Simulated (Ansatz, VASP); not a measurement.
**One calculation of MgO, two programs**

```
Mg O
1.0
     0.00000    1.97898    2.10217
     1.97898    0.00000    2.10217
     1.97898    1.97898    0.00000
Mg O
1 1
Cartesian
  0.0000 0.0000 0.0000
  1.9790 1.9790 2.1022
```

Change from the starting cell: biaxial_xy strain -5.9%.

Alike in both runs: task single point; functional HSE06; k mesh 8 × 8 × 8; no spin polarisation.

|  | VASP | Ansatz |
| --- | --- | --- |
| version | VASP 6.6.1 | Ansatz 0.2.0 |
| potentials or method | VASP PAW PBE potentials, release 64 (Mg, O) | plane waves, PAW |
| plane-wave cutoff (eV) | 520 | 420 |
| occupations | gaussian, width 0.01 eV | fixed |
| valence electrons in the cell | 8 | 16 |

|  | VASP | Ansatz | Ansatz less VASP |
| --- | --- | --- | --- |
| gap on the k mesh at the Fermi level (eV) | 7.75 | 7.80 | +0.043 |
| pressure (GPa) | 27.1 | 27.0 | -0.10 |
| traceless stress, the component that is largest in VASP (GPa) | -14.75 | -14.49 | +0.269 |

VASP's potentials hold 8 valence electrons a cell and Ansatz's 16, so a difference there can come from the potentials and not from the codes. Ansatz's warnings: stress exchange threshold loose, stress scf threshold loose.
